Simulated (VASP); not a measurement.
# MgB2 (P6/mmm) in VASP: notebook

Runs on MgB2. Level: LDA. Tasks: electric field gradients.

Everything below comes from runs of VASP 6.6.1. Logs are shortened: lines on timing, memory, paths and dates and some standing lists are left out, and cuts for length are marked.

## 1. The cell of the first run

The structure is hexagonal, space group P6/mmm (No. 191). Conventional cell: a = 3.085 Å, b = 3.085 Å, c = 3.558 Å, α = 90.00°, β = 90.00°, γ = 120.00°. Within 3.3 Å of Mg (site symmetry 6/mmm) lie 12 B at 2.52 Å and 6 Mg at 3.09 Å. B (site symmetry -6m2) has 3 B at 1.78 Å within 2.4 Å.

## 2. Electric field gradients, LDA (zz strain of +1 %)

File INCAR:

```
ALGO = Normal ; EDIFF = 1E-8
ENCUT = 520 ; ISIF = 2
ISMEAR = -1 ; LASPH = True
LCHARG = False ; LEFG = True
LREAL = False ; LWAVE = False
NBANDS = 11 ; NELM = 80
PREC = Accurate ; SIGMA = 0.05
```

File KPOINTS:

```
k-points
0
Gamma
  15 15 12
```

File POSCAR:

```
MgB2
1.0
    3.0850007055      0.0000000000      0.0000000000
   -1.5425003528      2.6716889817      0.0000000000
    0.0000000000      0.0000000000      3.5582300000
Mg B
1 2
Direct
    0.0000000000      0.0000000000      0.0000000000
    0.3333333333      0.6666666667      0.5000000000
    0.6666666667      0.3333333333      0.5000000000
```

Potentials or basis: VASP PAW LDA potentials, release 64 (Mg, B).

The run is started by

```bash
$ cat potpaw_LDA.64/Mg/POTCAR potpaw_LDA.64/B/POTCAR > POTCAR
$ mpirun -np 1 vasp_std > vasp.out
```

OUTCAR:

```text
EDIFF = 1E-8
   ENCUT = 520
   ISIF = 2
   ISMEAR = -1
   LASPH = True
   LREAL = False
   NELM = 80
   PREC = Accurate

 ion  position               nearest neighbor table
   1  0.000  0.000  0.000-   2 2.52   3 2.52   2 2.52   3 2.52   3 2.52   3 2.52   2 2.52   2 2.52
                             3 2.52   3 2.52   2 2.52   2 2.52
   2  0.333  0.667  0.500-   3 1.78   3 1.78   3 1.78   1 2.52   1 2.52   1 2.52   1 2.52   1 2.52
                             1 2.52
   3  0.667  0.333  0.500-   2 1.78   2 1.78   2 1.78   1 2.52   1 2.52   1 2.52   1 2.52   1 2.52
                             1 2.52

  LATTYP: Found a hexagonal cell.
 ALAT       =     3.0850007055
 C/A-ratio  =     1.1533968189

  Lattice vectors:

 A1 = (   3.0850007055,   0.0000000000,   0.0000000000)
 A2 = (  -1.5425003528,   2.6716889817,   0.0000000000)
 A3 = (   0.0000000000,   0.0000000000,   3.5582300000)

Analysis of symmetry for initial positions (statically):
=====================================================================
 Subroutine PRICEL returns:
 Original cell was already a primitive cell.

 Routine SETGRP: Setting up the symmetry group for a
 hexagonal supercell.

 Subroutine GETGRP returns: Found 24 space group operations
 (whereof 24 operations were pure point group operations)
 out of a pool of 24 trial point group operations.

The static configuration has the point symmetry D_6h.

Analysis of symmetry for dynamics (positions and initial velocities):
=====================================================================
 Subroutine PRICEL returns:
 Original cell was already a primitive cell.

 Routine SETGRP: Setting up the symmetry group for a
 hexagonal supercell.

 Subroutine GETGRP returns: Found 24 space group operations
 (whereof 24 operations were pure point group operations)
 out of a pool of 24 trial point group operations.

The dynamic configuration has the point symmetry D_6h.

 Subroutine INISYM returns: Found 24 space group operations
 (whereof 24 operations are pure point group operations),
 and found     1 'primitive' translations

----------------------------------------------------------------------------------------

                                     Primitive cell

  volume of cell :      29.3275

  direct lattice vectors                    reciprocal lattice vectors
     3.085000706  0.000000000  0.000000000     0.324149034  0.187147532  0.000000000
    -1.542500353  2.671688982  0.000000000     0.000000000  0.374295065  0.000000000
     0.000000000  0.000000000  3.558230000     0.000000000  0.000000000  0.281038606

  length of vectors
     3.085000706  3.085000706  3.558230000     0.374295065  0.374295065  0.281038606

  position of ions in fractional coordinates (direct lattice)
     0.000000000  0.000000000  0.000000000
     0.333333333  0.666666667  0.500000000
     0.666666667  0.333333333  0.500000000

  ion indices of the primitive-cell ions
   primitive index   ion index
                 1           1
                 2           2
                 3           3

----------------------------------------------------------------------------------------

 KPOINTS: k-points

Automatic generation of k-mesh.
 Grid dimensions read from file:
 generate k-points for:   15   15   12

 Generating k-lattice:

  Cartesian coordinates                     Fractional coordinates (reciprocal lattice)
     0.021609936  0.012476502  0.000000000     0.066666667  0.000000000  0.000000000
     0.000000000  0.024953004  0.000000000     0.000000000  0.066666667  0.000000000
     0.000000000  0.000000000  0.023419884     0.000000000  0.000000000  0.083333333

  Length of vectors
     0.024953004  0.024953004  0.023419884

  Shift w.r.t. Gamma in fractional coordinates (k-lattice)
     0.000000000  0.000000000  0.000000000

 Subroutine IBZKPT returns following result:
 ===========================================

 Found    189 irreducible k-points:

 Following reciprocal coordinates:
            Coordinates               Weight
  0.000000  0.000000  0.000000      1.000000
  0.066667 -0.000000  0.000000      6.000000
  0.133333 -0.000000  0.000000      6.000000
  0.200000  0.000000  0.000000      6.000000
  0.266667 -0.000000  0.000000      6.000000
  0.333333  0.000000  0.000000      6.000000
[... 16 lines left out ...]
  0.333333  0.200000  0.000000     12.000000
  0.400000  0.200000  0.000000      6.000000
 [... further k-points ...]
   k-points           NKPTS =    189   k-points in BZ     NKDIM =    189   number of bands    NBANDS=     11
   number of dos      NEDOS =    301   number of ions     NIONS =      3
   total plane-waves  NPLWV =  16128
   dimension x,y,z NGX =    24 NGY =   24 NGZ =   28
   dimension x,y,z NGXF=    48 NGYF=   48 NGZF=   56
   ions per type =               1   2
   NGX,Y,Z   is equivalent  to a cutoff of  12.93, 12.93, 13.08 a.u.
   NGXF,Y,Z  is equivalent  to a cutoff of  25.87, 25.87, 26.16 a.u.
 SYSTEM =  unknown system
   PREC   = accura    normal or accurate (medium, high low for compatibility)
   ISTART =      0    job   : 0-new  1-cont  2-samecut
   ICHARG =      2    charge: 1-file 2-atom 10-const
   ISPIN  =      1    spin polarized calculation?
   LNONCOLLINEAR =      F non collinear calculations
   LSORBIT =      F    spin-orbit coupling
   LASPH  =      T    aspherical Exc in radial PAW
   ENCUT  =  520.0 eV  38.22 Ry    6.18 a.u.   5.74  5.74  6.62*2*pi/ulx,y,z
   NELM   =     80;   NELMIN=  2; NELMDL= -5     # of ELM steps
   EDIFF  = 0.1E-07   stopping-criterion for ELM
   LREAL  =      F    real-space projection
   EDIFFG = 0.1E-06   stopping-criterion for IOM
   NSW    =      0    number of steps for IOM
   IBRION =     -1    ionic relax: 0-MD 1-quasi-New 2-CG
   NFREE  =      0    steps in history (QN), initial steepest desc. (CG)
   ISIF   =      2    stress and relaxation
   ISYM   =      2    0-nonsym 1-usesym 2-fastsym
   POTIM  = 0.5000    time-step for ionic-motion
   TEBEG  =    0.0;   TEEND  =   0.0 temperature during run
   PSTRESS=    0.0 pullay stress
   NELECT =       8.0000    total number of electrons
   NUPDOWN=      -1.0000    fix difference up-down
   EMIN   =  10.00;   EMAX   =-10.00  energy-range for DOS
   EFERMI =   0.00;   METHOD = LEGACY
   ISMEAR =    -1;   SIGMA  =   0.05  broadening in eV -4-tet -1-fermi 0-gaus
   EFERMI_NEDOS =   21; number of points for ismear=-14 and -15
   IALGO  =     38    algorithm
   IMIX   =      4    mixing-type and parameters
     AMIX     =   0.40;   BMIX     =  1.00
     AMIX_MAG =   1.60;   BMIX_MAG =  1.00
  volume/ion in A,a.u.               =       9.78        65.97
  Fermi-wavevector in a.u.,A,eV,Ry     =   1.061728  2.006374 15.337378  1.127265
  Thomas-Fermi vector in A             =   2.197154
   LORBIT       =      0    0 simple, 1 ext, 2 COOP (PROOUT), +10 PAW based schemes
   GGA     = CA    functional components
   LHFCALC =     F    Hartree Fock is set to
   AEXX    =    0.0000 exact exchange contribution
   IVDW    =     0    specifies the selected vdW correction
   LEPSILON=     F    determine dielectric tensor
   LRPA    =     F    only Hartree local field effects (RPA)
 non-spin polarized calculation
  energy-cutoff  :      520.00
  volume of cell :       29.33
 maximum number of plane-waves:       806
 NGX is ok and might be reduce to    24
   NGX = 11   NGY = 11   NGZ = 13

 number of electron       8.0000000 magnetization

 Free energy of the ion-electron system (eV)
  ---------------------------------------------------
  ext. energy  EPLUGINS =         0.00000000
  ---------------------------------------------------
  free energy    TOTEN  =       -17.23556721 eV

  energy without entropy =      -17.22955704  energy(sigma->0) =      -17.23256212

 E-fermi :   5.1332     XC(G=0): -11.0517

 val. band max:        5.1315707033   @ k =   0.0667   0.0667   0.2500
 cond. band min:       5.1443860731   @ k =   0.1333  -0.0000   0.3333
 fundamental gap:      0.0128153698
 Fermi energy:         5.1331689772

 k-point     1 :       0.0000    0.0000    0.0000
  band No.  band energies     occupation
      1      -7.0906      2.00000
      2       2.1393      2.00000
      3       5.5397      0.00059
      4       5.5397      0.00059
      5       6.6045      0.00000
      6      11.4688      0.00000
      7      11.4688      0.00000
      8      13.4159      0.00000
      9      14.9376      0.00000
     10      17.6844      0.00000
     11      21.0209      0.00000

 k-point     2 :       0.0667   -0.0000    0.0000
  band No.  band energies     occupation
      1      -7.0138      2.00000
      2       2.2148      2.00000
      3       5.1488      0.84510
      4       5.3535      0.02410
      5       6.6743      0.00000
      6      11.4181      0.00000
      7      11.8090      0.00000
      8      13.5637      0.00000
      9      14.6681      0.00000
     10      18.0752      0.00000
     11      20.6255      0.00000

 k-point     3 :       0.1333   -0.0000    0.0000
  band No.  band energies     occupation
      1      -6.7839      2.00000
      2       2.4404      2.00000
      3       4.1612      2.00000
      4       4.9031      1.98011
      5       6.8904      0.00000
      6      11.1780      0.00000
      7      12.7165      0.00000
      8      13.9154      0.00000
      9      13.9734      0.00000
     10      19.0993      0.00000
     11      19.8442      0.00000

 k-point     4 :       0.2000    0.0000    0.0000
  band No.  band energies     occupation
      1      -6.4028      2.00000
      2       2.8125      2.00000
      3       2.8860      2.00000
      4       4.3694      2.00000
      5       7.2466      0.00000
      6      10.7998      0.00000
      7      12.8184      0.00000
      8      13.9938      0.00000
      9      14.3170      0.00000
     10      19.2467      0.00000
     11      19.3891      0.00000
[... 239 lines left out ...]
 k-point    22 :       0.2667    0.2000    0.0000
  band No.  band energies     occupation
      1      -4.3212      2.00000
      2      -0.1992      2.00000
      3       1.2004      2.00000
      4       4.7815      1.99824
      5       9.2105      0.00000
      6       9.3069      0.00000
      7      12.0011      0.00000
      8      13.0603      0.00000
      9      15.0290      0.00000
     10      16.3385      0.00000
     11      17.3407      0.00000

 k-point    23 :       0.3333    0.2000    0.0000
  band No.  band energies     occupation
      1      -3.4722      2.00000
      2      -1.3015      2.00000
      3       0.9016      2.00000
      4       5.4831      0.00182
      5       8.2797      0.00000
      6      10.0345      0.00000
      7      11.4728      0.00000
      8      13.0432      0.00000
      9      14.5723      0.00000
     10      16.7107      0.00000
     11      17.8005      0.00000

 k-point    24 :       0.4000    0.2000    0.0000
  band No.  band energies     occupation
      1      -2.7487      2.00000
      2      -2.1208      2.00000
      3       0.8100      2.00000
      4       5.8793      0.00000
      5       7.8027      0.00000
      6      10.5954      0.00000
      7      10.9989      0.00000
      8      12.9611      0.00000
      9      14.4228      0.00000
     10      16.7050      0.00000
     11      18.7642      0.00000

 [... further k-points ...]
[... 5 lines left out ...]
  --------------------------------------------------------------------------------------
  -------------------------------------------------------------------------------------
  Total       -1.6954977     -1.6954977     -1.6259269      0.0000000      0.0000000     -0.0000000
  in kB      -92.6259372    -92.6259372    -88.8252467      0.0000000      0.0000000     -0.0000000
  external PRESSURE =     -91.3590404 kB  Pullay stress =       0.0000000 kB

 VOLUME and BASIS-vectors are now :
 -----------------------------------------------------------------------------
  energy-cutoff  :      520.00
  volume of cell :       29.33
      direct lattice vectors                 reciprocal lattice vectors
     3.085000706  0.000000000  0.000000000     0.324149034  0.187147532  0.000000000
    -1.542500353  2.671688982  0.000000000     0.000000000  0.374295065  0.000000000
     0.000000000  0.000000000  3.558230000     0.000000000  0.000000000  0.281038606

 POSITION                                       TOTAL-FORCE (eV/Angst)
 -----------------------------------------------------------------------------------
      0.00000      0.00000      0.00000        -0.000000      0.000000      0.000000
     -0.00000      1.78113      1.77912         0.000000      0.000000     -0.000000
      1.54250      0.89056      1.77912        -0.000000     -0.000000      0.000000
 -----------------------------------------------------------------------------------
    total drift:                                0.000000     -0.000000      0.000000

  FREE ENERGIE OF THE ION-ELECTRON SYSTEM (eV)
  ---------------------------------------------------
  free  energy   TOTEN  =       -17.2355672088 eV

  energy  without entropy=      -17.2295570379  energy(sigma->0) =      -17.23256212

 Electric field gradients (V/A^2)
---------------------------------------------------------------------
 ion       V_xx      V_yy      V_zz      V_xy      V_xz      V_yz
---------------------------------------------------------------------
   1       0.255     0.255    -0.510    -0.000    -0.000    -0.000
   2      -9.840    -9.840    19.679     0.000     0.000    -0.000
   3      -9.840    -9.840    19.679     0.000     0.000    -0.000
---------------------------------------------------------------------

 Electric field gradients after diagonalization (V/A^2)
 (convention: |V_zz| > |V_xx| > |V_yy|)
----------------------------------------------------------------------
 ion       V_xx      V_yy      V_zz     asymmetry (V_yy - V_xx)/ V_zz
----------------------------------------------------------------------
   1       0.255     0.255    -0.510       0.000
   2      -9.840    -9.840    19.679       0.000
   3      -9.840    -9.840    19.679       0.000
----------------------------------------------------------------------

           NMR quadrupolar parameters

 Cq : quadrupolar parameter    Cq=e*Q*V_zz/h
 eta: asymmetry parameters     (V_yy - V_xx)/ V_zz
 Q  : nuclear electric quadrupole moment in mb (millibarn)
----------------------------------------------------------------------
 ion       Cq(MHz)       eta       Q (mb)
----------------------------------------------------------------------
   1      -0.001       0.000       1.000
   2       0.048       0.000       1.000
   3       0.048       0.000       1.000
----------------------------------------------------------------------
```

Run time: 41 s. Hardware: 1 thread of AMD EPYC 7R43 (Zen 3), shared host; peak memory 0.15 GiB.

What came out:

```yaml
Free_energy: -17.2356 eV
Pressure: -9.1 GPa
Band_gap_on_the_k_mesh: zero (band 4 reaches 6.88 eV, above the bottom of band 5 at 3.18 eV)
```

Stress tensor (GPa, compression positive):
```
-9.26  0.00  0.00
 0.00 -9.26  0.00
 0.00  0.00 -8.88
```

Electric field gradients, principal values (V/Å²):
```
atom   least  middle  greatest (by size)
1 Mg   0.255   0.255              -0.510
 2 B  -9.840  -9.840              19.679
 3 B  -9.840  -9.840              19.679
```

Caveat: the cell differs from its parent crystal (zz strain of +1 %); without QUAD_EFG the Cq values of the log hold for a quadrupole moment of 1 mb, not for the nuclei.

[end of part 1 of 2]
